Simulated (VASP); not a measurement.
The system is Hf4N.

```
Hf N
1.0
    -2.16335    2.16335    4.12124
     2.16335   -2.16335    4.12124
     2.16335    2.16335   -4.12124
Hf N
4 1
Direct
  0.75561 0.75561 0.00000
  0.50000 0.00000 0.50000
  0.00000 0.50000 0.50000
  0.24439 0.24439 0.00000
  0.00000 0.00000 0.00000
```

The cell was generated, and may not be a known phase.

* Program: VASP 6.6.1
* Task: relaxation of cell and atoms
* Functional: PBE
* Potentials or basis: VASP PAW PBE potentials, release 64 (Hf_pv, N)
* Cutoff: 600 eV
* k mesh: 6 × 6 × 6
* Occupations: gaussian, width 0.1 eV
* Spin: no spin polarisation

At the start: pressure 37.8 GPa; volume 15.43 Å³/atom.

How do energy, volume and symmetry change on relaxing?

Over 11 steps the energy falls by 333.8 meV/atom and the volume is 18.47 Å³/atom (+19.7 %); space group I4/mmm (No. 139, to 0.1 Å) before and after.

The path:
```csv
step,energy change (eV),largest force (eV/Å),pressure (GPa),volume (Å³)
1,0.0000,2.1786,37.76,77.15
2,2.0499,1.5624,-25.42,125.13
3,-1.5717,0.8388,-2.39,93.08
4,-1.5859,0.7238,-0.33,91.80
5,-1.5867,0.6896,0.27,91.44
6,-1.6284,0.4059,-0.24,92.02
7,-1.6579,0.0850,-0.92,92.96
8,-1.6651,0.0892,1.48,91.55
9,-1.6673,0.0872,0.68,92.01
10,-1.6676,0.0952,-0.52,92.70
11,-1.6692,0.0113,0.04,92.37
```

Final structure:
```xyz
5
Lattice="-2.2419 2.2419 4.5945 2.2419 -2.2419 4.5945 2.2419 2.2419 -4.5945" Properties=species:S:1:pos:R:3 pbc="T T T"
Hf    0.0000    0.0000    6.9715
Hf    0.0000    2.2419    0.0000
Hf    2.2419    0.0000    0.0000
Hf    0.0000    0.0000    2.2176
N     0.0000    0.0000    0.0000
```

Caveat: the volume moved by over 15 % at a fixed basis, so the end points are rough.
